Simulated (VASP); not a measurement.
A run of VASP 6.6.1 is set up as follows.

File INCAR:

```
SYSTEM = SiC
  PREC = Accurate
  ENCUT = 600
  EDIFF = 1E-7
  ISMEAR = 0
  SIGMA = 0.01
  LREAL = .False.
  LASPH = .True.
  NELM = 100
  ALGO = Normal
  ISIF = 3
  LWAVE = .False.
  LCHARG = .False.
  GGA = PS
  IBRION = 2
  NSW = 100
  EDIFFG = -0.002
  PSTRESS = 100.0
```

File KPOINTS:

```
regular mesh
0
Gamma
  10 10 10
  0 0 0
```

POSCAR

```
SiC
1.0
    2.1784146558      2.1784146558      0.0000000000
   -2.1784146558      2.1784146558      0.0000000000
    0.0000000000      2.1784146558      2.1784146558
Si C
1 1
Direct
    0.0000000000      0.0000000000      0.0000000000
    0.7500000000      0.2500000000      0.5000000000
```

Potentials or basis: VASP PAW PBE potentials, release 64 (Si, C).

Command:

```sh
$ cat potpaw_PBE.64/Si/POTCAR potpaw_PBE.64/C/POTCAR > POTCAR
$ mpirun -np 1 vasp_std > vasp.out
```

(1) What does it give for the relaxed volume?

(2) Predict the relaxed cell.

(3) What does it give for the space group after relaxing (to 0.1 Å)?

Results:

(1) 9.92 Å³/atom.

(2) a = 3.039 Å, b = 3.039 Å, c = 3.039 Å, α = 60.00°, β = 60.00°, γ = 90.00°.

(3) F-43m (No. 216).

Caveat: the cell is relaxed towards a set pressure, so the run minimises the enthalpy, not the energy; the PAW data sets were made with another functional, which shifts forces and pressure a little.
